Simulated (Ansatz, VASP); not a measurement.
# InSb: VASP beside Ansatz

```
CELL_PARAMETERS angstrom
2.90564 0.00000 0.00000
0.00000 2.90564 0.00000
0.00000 0.00000 6.39009
ATOMIC_POSITIONS crystal
In 0.00000 0.00000 0.00000
Sb 0.00000 0.00000 0.50000
```

Alike in both runs: task single point; functional PBEsol; k mesh 16 × 16 × 8; occupations gaussian, width 0.15 eV; no spin polarisation.

|  | VASP | Ansatz |
| --- | --- | --- |
| version | VASP 6.6.1 | Ansatz 0.2.0 |
| potentials or method | VASP PAW PBE potentials, release 64 (In_d, Sb), cutoff 500 eV | scalar-relativistic, plane waves, PAW |
| valence electrons in the cell | 18 | 28 |

|  | VASP | Ansatz | Ansatz less VASP |
| --- | --- | --- | --- |
| gap on the k mesh at the Fermi level (eV) | none | none | - |
| pressure (GPa) | 3.5 | 3.4 | -0.09 |
| traceless stress, the component that is largest in VASP (GPa) | -7.27 | -7.19 | +0.078 |

VASP's potentials were made for PBE, not for PBEsol, and Ansatz warns of the same on its side. A gap of «none» marks a metal or a gap that the smearing closes. With one functional, cell and mesh, what is left measures potentials, basis and numerics. VASP's potentials hold 18 valence electrons a cell and Ansatz's 28, so a difference there can come from the potentials and not from the codes.

Neither program's run includes spin-orbit coupling.
